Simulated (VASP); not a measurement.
# Si8O15 (a cell with a defect) in VASP: a series of runs, part 2 of 2

VASP 6.6.1. Earlier steps stand in the parts before.

## 4. Relaxation of the atoms, PBE

Contents of INCAR:

```
PREC = Accurate ; ENCUT = 520
EDIFF = 1E-6 ; ISMEAR = 0
SIGMA = 0.05 ; LREAL = Auto
LASPH = T ; NELM = 100
ALGO = Normal ; ISIF = 2
LWAVE = F ; LCHARG = F
GGA = PE ; IBRION = 2
NSW = 80 ; EDIFFG = -0.03
```

Contents of KPOINTS:

```
regular mesh
0
Gamma
  2 2 2
```

Contents of POSCAR:

```
Si8O15
1.0
   -4.2244000000     -4.2244000000      0.0000000000
    4.2244000000     -4.2244000000      0.0000000000
    0.0000000000      0.0000000000      5.3792000000
Si O
8 15
Direct
    0.5000000000      0.5000000000      0.0000000000
    0.0000000000      0.5000000000      0.2500000000
    0.5000000000      0.5000000000      0.5000000000
    0.0000000000      0.5000000000      0.7500000000
    0.0000000000      0.0000000000      0.0000000000
    0.5000000000      0.0000000000      0.2500000000
    0.0000000000      0.0000000000      0.5000000000
    0.5000000000      0.0000000000      0.7500000000
    0.1931000000      0.5000000000      0.0000000000
    0.0000000000      0.1931000000      0.2500000000
    0.8069000000      0.5000000000      0.0000000000
    0.0000000000      0.8069000000      0.2500000000
    0.1931000000      0.5000000000      0.5000000000
    0.0000000000      0.1931000000      0.7500000000
    0.8069000000      0.5000000000      0.5000000000
    0.0000000000      0.8069000000      0.7500000000
    0.6931000000      0.0000000000      0.0000000000
    0.5000000000      0.6931000000      0.2500000000
    0.3069000000      0.0000000000      0.0000000000
    0.5000000000      0.3069000000      0.2500000000
    0.6931000000      0.0000000000      0.5000000000
    0.5000000000      0.3069000000      0.7500000000
    0.3069000000      0.0000000000      0.5000000000
```

Potentials or basis: VASP PAW PBE potentials, release 64 (Si, O).

Started as:

```console
> cat potpaw_PBE.64/Si/POTCAR potpaw_PBE.64/O/POTCAR > POTCAR
> mpirun -np 1 vasp_std > vasp.out
```

OUTCAR:

```text
PREC = Accurate
   ENCUT = 520
   EDIFF = 1E-6
   ISMEAR = 0
   LREAL = Auto
   LASPH = T
   NELM = 100
   ISIF = 2
   GGA = PE
   IBRION = 2
   NSW = 80
   EDIFFG = -0.03

 ion  position               nearest neighbor table
   1  0.500  0.500  0.000-  18 1.77  20 1.77  22 1.77  11 1.83   9 1.83   3 2.69   3 2.69
   2  0.000  0.500  0.250-   9 1.77  11 1.77  13 1.77  15 1.77  10 1.83  12 1.83   4 2.69   4 2.69

   3  0.500  0.500  0.500-  18 1.77  20 1.77  22 1.77  15 1.83  13 1.83   1 2.69   1 2.69
   4  0.000  0.500  0.750-   9 1.77  11 1.77  13 1.77  15 1.77  14 1.83  16 1.83   2 2.69   2 2.69
[... 9 lines left out ...]
  10  0.000  0.193  0.250-   5 1.77   7 1.77   2 1.83
  11  0.807  0.500  0.000-   2 1.77   4 1.77   1 1.83
  12  0.000  0.807  0.250-   5 1.77   7 1.77   2 1.83
  13  0.193  0.500  0.500-   2 1.77   4 1.77   3 1.83
  14  0.000  0.193  0.750-   5 1.77   7 1.77   4 1.83
  15  0.807  0.500  0.500-   2 1.77   4 1.77   3 1.83
  16  0.000  0.807  0.750-   5 1.77   7 1.77   4 1.83
[... 391 lines left out ...]

--------------------------------------- Ionic step       10  -------------------------------------------

 number of electron     121.9999973 magnetization

------------------------ aborting loop because EDIFF is reached ----------------------------------------
[... 109 lines left out ...]
--------------------------------------- Ionic step       12  -------------------------------------------

 number of electron     121.9999973 magnetization

 Free energy of the ion-electron system (eV)
  ---------------------------------------------------
  ext. energy  EPLUGINS =         0.00000000
  ---------------------------------------------------
  free energy    TOTEN  =      -173.96624385 eV

  energy without entropy =     -173.96624385  energy(sigma->0) =     -173.96624385

 E-fermi :   9.2489     XC(G=0): -11.9351

 val. band max:        8.9243844246   @ k =   0.5000   0.5000   0.5000
 cond. band min:      11.7624399513   @ k =   0.0000   0.0000   0.5000
 fundamental gap:      2.8380555267
 Fermi energy:         9.2489405541

 k-point     1 :       0.0000    0.0000    0.0000
  band No.  band energies     occupation
      1     -14.6371      2.00000
      2     -13.1429      2.00000
      3     -12.7339      2.00000
      4     -12.2354      2.00000
      5     -12.1391      2.00000
      6     -11.9272      2.00000
[... 647 lines left out ...]
  FREE ENERGIE OF THE ION-ELECTRON SYSTEM (eV)
  ---------------------------------------------------
  free  energy   TOTEN  =      -173.9662438459 eV

  energy  without entropy=     -173.9662438459  energy(sigma->0) =     -173.96624385

 reached required accuracy - stopping structural energy minimisation
```

OSZICAR:

```text
N       E                     dE             d eps       ncg     rms          rms(c)
DAV:   1     0.717173450454E+03    0.71717E+03   -0.68636E+04  1168   0.162E+03
DAV:   2    -0.149593402153E+03   -0.86677E+03   -0.85169E+03  1408   0.351E+02
DAV:   3    -0.190685148856E+03   -0.41092E+02   -0.40905E+02  1408   0.822E+01
[... 95 lines left out ...]
DAV:   1    -0.173966205626E+03   -0.56322E-04   -0.21334E-02  1190   0.646E-01    0.454E-02
DAV:   2    -0.173966252971E+03   -0.47345E-04   -0.61374E-04  1415   0.102E-01    0.238E-02
DAV:   3    -0.173966245631E+03    0.73402E-05   -0.16748E-05  1375   0.232E-02    0.135E-02
DAV:   4    -0.173966243883E+03    0.17485E-05   -0.13242E-05  1351   0.176E-02    0.436E-03
DAV:   5    -0.173966243846E+03    0.36842E-07   -0.18960E-06   922   0.791E-03
  12 F= -.17396624E+03 E0= -.17396624E+03  d E =-.950084E-04
```

It took 9.9 min on 1 thread of Intel Xeon Platinum 8488C (Sapphire Rapids), shared host; peak memory 0.33 GiB.

What came out:

```
Free energy                  : -173.9662 eV
Energy gained by relaxing    : 5.6 meV/atom
Ionic steps                  : 12
Pressure after relaxing      : -0.2 GPa
Largest force after relaxing : 0.016 eV/Å
Band gap on the k mesh       : 2.84 eV
```

Forces in eV/Å, atoms in the order of the input:
```
Si   0.000  0.000  0.004
Si  -0.003  0.003  0.000
Si   0.000  0.000 -0.004
Si   0.000  0.000  0.000
Si   0.002 -0.002 -0.007
Si  -0.003  0.003  0.000
Si   0.002 -0.002  0.007
Si   0.007 -0.007  0.000
O    0.002  0.005  0.002
O   -0.002  0.002  0.000
O   -0.005 -0.002  0.002
O    0.003 -0.003  0.000
O    0.002  0.005 -0.002
O   -0.003  0.003  0.000
O   -0.005 -0.002 -0.002
O    0.003 -0.003  0.000
O    0.003  0.001  0.005
O    0.002 -0.002  0.000
O   -0.001 -0.003  0.005
O    0.002 -0.002  0.000
O    0.003  0.001 -0.005
O   -0.011  0.011  0.000
O   -0.001 -0.003 -0.005
```

Stress tensor (GPa, compression positive):
```
 0.81  1.33  0.00
 1.33  0.81  0.00
 0.00  0.00 -2.18
```

The path:
```csv
step,energy change (eV),largest force (eV/Å),pressure (GPa)
1,0.0000,1.5268,0.81
2,-0.0723,0.9171,-0.64
3,-0.0943,0.3721,-0.23
4,-0.1212,0.2239,-0.37
5,-0.1212,0.2341,-0.38
6,-0.1259,0.2984,-0.22
7,-0.1267,0.1546,-0.26
8,-0.1292,0.0511,-0.19
9,-0.1292,0.0515,-0.20
10,-0.1295,0.0346,-0.21
11,-0.1295,0.0339,-0.21
12,-0.1296,0.0158,-0.19
```

Final structure:
```
Si O
1.0
    -4.22440   -4.22440    0.00000
     4.22440   -4.22440    0.00000
     0.00000    0.00000    5.37920
Si O
8 15
Direct
  0.50000 0.50624 0.99088
  0.00000 0.50214 0.25000
  0.50000 0.50624 0.50912
  0.00000 0.50104 0.75000
  0.00000 0.99917 0.99923
  0.50000 0.00026 0.25000
  0.00000 0.99917 0.50077
  0.50000 0.00358 0.75000
  0.19321 0.50201 0.99808
  0.00000 0.19341 0.25000
  0.80679 0.50201 0.99808
  0.00000 0.80689 0.25000
  0.19321 0.50201 0.50192
  0.00000 0.19336 0.75000
  0.80679 0.50201 0.50192
  0.00000 0.80674 0.75000
  0.69338 0.99428 0.99794
  0.50000 0.69605 0.25000
  0.30662 0.99428 0.99794
  0.50000 0.30765 0.25000
  0.69338 0.99428 0.50206
  0.50000 0.29981 0.75000
  0.30662 0.99428 0.50206
```

Levels at points of the mesh, in eV from the valence-band top:
| k point | band 57 | band 58 | band 59 | band 60 | band 61 | band 62 | band 63 | band 64 | band 65 | band 66 |
| --- | --- | --- | --- | --- | --- | --- | --- | --- | --- | --- |
| (0.00, 0.00, 0.00) | -2.91 | -2.65 | -2.41 | -1.58 | -1.10 | 3.62 | 4.28 | 4.28 | 5.24 | 5.40 |
| (0.50, 0.00, 0.00) | -3.20 | -2.86 | -2.56 | -2.37 | -0.33 | 3.83 | 4.54 | 5.11 | 5.42 | 5.87 |
| (0.00, 0.50, 0.00) | -2.90 | -2.75 | -2.38 | -2.18 | -0.76 | 3.04 | 4.30 | 5.05 | 5.84 | 5.96 |
| (0.50, 0.50, 0.00) | -2.77 | -2.63 | -2.62 | -2.39 | -0.48 | 3.42 | 5.07 | 5.33 | 5.85 | 6.42 |
| (0.00, 0.00, 0.50) | -2.90 | -2.73 | -2.37 | -2.14 | -0.27 | 2.84 | 3.92 | 5.85 | 5.93 | 6.19 |
| (0.50, 0.00, 0.50) | -2.77 | -2.57 | -2.38 | -2.19 | -0.07 | 3.62 | 4.17 | 5.93 | 6.09 | 6.16 |
| (0.00, 0.50, 0.50) | -2.60 | -2.35 | -2.32 | -2.23 | -0.38 | 2.88 | 3.73 | 6.01 | 6.32 | 6.81 |
| (0.50, 0.50, 0.50) | -2.84 | -2.81 | -2.72 | -2.61 | 0.00 | 3.57 | 3.81 | 6.68 | 7.05 | 7.07 |

Caveat: the k points lie up to 0.58 Å⁻¹ apart.
